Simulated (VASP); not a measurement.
A run of VASP 6.6.1:

INCAR

```
ALGO     = Fast           # electronic algorithm
EDIFF    = 1E-6           # SCF threshold, eV
ENCUT    = 520            # plane-wave cutoff, eV
GGA      = PE             # functional
ISIF     = 2              # what is computed and relaxed
ISMEAR   = 0              # smearing method
LASPH    = T              # aspherical terms in the spheres
LCHARG   = F              # write CHGCAR
LREAL    = F              # projectors in reciprocal space
LWAVE    = F              # write WAVECAR
NBANDS   = 29             # bands
NELM     = 60             # most SCF steps
PREC     = Accurate       # precision mode
SIGMA    = 0.1            # smearing width, eV
```

The input KPOINTS:

```
k-points
0
Gamma
  6 6 4
```

The input POSCAR:

```
RuRh2
1.0
    2.7207337608      0.0000000000      0.0000000000
    0.0000000000      2.7207337608      0.0000000000
    0.0000000000      0.0000000000      6.1123619320
Ru Rh
1 2
Direct
    0.0000000000      0.0000000000      0.0000000000
    0.5000000000      0.5000000000      0.7068415470
    0.5000000000      0.5000000000      0.2931584530
```

Potentials or basis: VASP PAW PBE potentials, release 64 (Ru_pv, Rh_pv).

Run with:

```console
$ cat potpaw_PBE.64/Ru_pv/POTCAR potpaw_PBE.64/Rh_pv/POTCAR > POTCAR
$ mpirun -np 1 vasp_std > vasp.out
```

Hardware: 1 thread of AMD EPYC 7R13 Processor (Zen 3) (shared host).

**Question.** Estimate the wall time of this run.

**Answer.** It took 25 s on 1 thread of AMD EPYC 7R13 Processor (Zen 3) (shared host), peak memory 0.14 GiB. Counts: scf iterations 15, k points 30.
